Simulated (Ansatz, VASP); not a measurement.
## One calculation of PtS2, two programs

The input POSCAR:

```
PtS2
1.0
    3.5526415803      0.0000000000      0.0000000000
   -1.7763207902      3.0766778591      0.0000000000
    0.0000000000      0.0000000000      5.1227110450
Pt S
1 2
Direct
    0.0000000000      0.0000000000      0.0000000000
    0.3333333333      0.6666666667      0.2392599773
    0.6666666667      0.3333333333      0.7607400227
```

File INCAR.step1:

```
SYSTEM = PtS2
  PREC = Accurate
  ENCUT = 520
  EDIFF = 1E-5
  ISMEAR = 0
  SIGMA = 0.01
  LREAL = .FALSE.
  LASPH = .TRUE.
  NELM = 60
  ALGO = Normal
  ISIF = 2
  LWAVE = .TRUE.
  LCHARG = .FALSE.
  NBANDS = 18
  GGA = PE
```

Contents of INCAR.step2:

```
SYSTEM = PtS2
  PREC = Accurate
  ENCUT = 520
  EDIFF = 1E-7
  ISMEAR = 0
  SIGMA = 0.01
  LREAL = .FALSE.
  LASPH = .TRUE.
  NELM = 60
  ALGO = Normal
  ISIF = 2
  LWAVE = .FALSE.
  LCHARG = .FALSE.
  GGA = PE
  LHFCALC = .TRUE.
  HFSCREEN = 0.2079
  PRECFOCK = Normal
  NBANDS = 18
  ISTART = 1
```

KPOINTS

```
regular mesh
0
G
  6 6 2
  0 0 0
```

Input for Ansatz:

```yaml
crystal:
  lattice:
    - [3.5526415803, 0.0, 0.0]
    - [-1.7763207902, 3.0766778591, 0.0]
    - [0.0, 0.0, 5.122711045]
  atoms:
    - { symbol: Pt, position: [0.0, 0.0, 0.0] }
    - { symbol: S, position: [0.3333333333, 0.6666666667, 0.2392599773] }
    - { symbol: S, position: [0.6666666667, 0.3333333333, 0.7607400227] }
kpoints:
  mp_grid: { grid: [6, 6, 2] }
hamiltonian:
  xc: hse06
scf:
  occupations: { method: fixed }
  n_extra_bands: 4
  exx: { singularity: wigner_seitz }
output:
  forces: true
  stress: true
  eigenvalues: true
```

Alike in both runs: task single point; functional HSE06; k mesh 6 × 6 × 2; no spin polarisation.

```csv
,VASP,Ansatz
version,VASP 6.6.1,Ansatz 0.2.0
potentials or method,"VASP PAW PBE potentials, release 64 (Pt, S)",plane waves
plane-wave cutoff (eV),520,420
occupations,"gaussian, width 0.01 eV",fixed
valence electrons in the cell,22,30
```

VASP gave:

```
gap on the k mesh at the Fermi level (eV)                     : 1.42
pressure (GPa)                                                : -1.4
traceless stress, the component that is largest in VASP (GPa) : 0.90
rms of the force components (eV/Å)                            : 0.188
```

Question: What did Ansatz give for the same quantities?

Answer: gap on the k mesh at the Fermi level (eV): 1.45; pressure (GPa): -0.9; traceless stress, the component that is largest in VASP (GPa): 0.89; rms of the force components (eV/Å): 0.174.

Atom by atom the forces differ by 0.014 eV/Å (rms over components). VASP's potentials hold 22 valence electrons a cell and Ansatz's 30, so a difference there can come from the potentials and not from the codes. Ansatz's warnings: stress exchange threshold loose, stress scf threshold loose.

The k mesh is coarse, so the values compare programs but aren't converged. Neither program's run includes spin-orbit coupling.
